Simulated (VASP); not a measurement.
## SnO: single point with LDA

Crystal: SnO.

```
CELL_PARAMETERS angstrom
3.35500 0.00000 0.00000
0.00000 5.67410 0.00000
0.00000 0.00000 4.22197
ATOMIC_POSITIONS crystal
Sn 0.00000 0.23191 0.51314
Sn 0.50000 0.76809 0.01314
O 0.00000 0.89125 0.73686
O 0.50000 0.10875 0.23686
```

```json
{
  "Program": "VASP 6.6.1",
  "Task": "single point",
  "Functional": "LDA",
  "Potentials or basis": "VASP PAW LDA potentials, release 64 (Sn_d, O_h)",
  "Cutoff": "910 eV",
  "k mesh": "6 × 4 × 4",
  "Occupations": "gaussian, width 0.01 eV",
  "Spin": "no spin polarisation"
}
```

* Pressure: -5.3 GPa
* Largest force: 0.657 eV/Å
* Band gap on the k mesh: 1.60 eV (least direct gap 2.35 eV)

Forces on the atoms (eV/Å):
```
Sn   0.000 -0.628 -0.192
Sn   0.000  0.628 -0.192
O    0.000  0.173  0.192
O    0.000 -0.173  0.192
```

Stress tensor (GPa, compression positive):
```
-6.26  0.00  0.00
 0.00 -5.00  0.00
 0.00  0.00 -4.75
```

Levels at points of the mesh, in eV from the valence-band top:
| k point | band 18 | band 19 | band 20 | band 21 | band 22 | band 23 |
| --- | --- | --- | --- | --- | --- | --- |
| (0.00, 0.00, 0.00) | -2.62 | -2.03 | 0.00 | 2.59 | 3.12 | 5.81 |
| (0.50, 0.00, 0.00) | -2.56 | -1.25 | -1.25 | 2.54 | 2.54 | 5.46 |
| (0.00, 0.50, 0.00) | -2.65 | -1.58 | -1.35 | 3.25 | 3.86 | 4.80 |
| (0.50, 0.50, 0.00) | -2.64 | -0.90 | -0.90 | 1.85 | 1.85 | 6.19 |
| (0.00, 0.00, 0.50) | -3.18 | -1.65 | -1.65 | 2.60 | 2.60 | 5.16 |
| (0.50, 0.00, 0.50) | -3.14 | -1.07 | -1.07 | 2.08 | 2.08 | 4.53 |
| (0.00, 0.50, 0.50) | -2.91 | -1.50 | -1.50 | 1.88 | 1.88 | 5.87 |
| (0.50, 0.50, 0.50) | -3.42 | -0.43 | -0.43 | 2.41 | 2.41 | 4.09 |

Run time: 66 s on 1 thread of AMD EPYC 9R45 (Zen 5), with other jobs on the host, peak memory 0.29 GiB.

Caveat: the cutoff is under 1.25 times the usual one of these potentials, so pressure, stress and relaxed cells hold a basis-set (Pulay) error; the cell stands under tension; spin-orbit coupling is left out, which moves the levels of the heavy elements. A k mesh can miss the band edges.
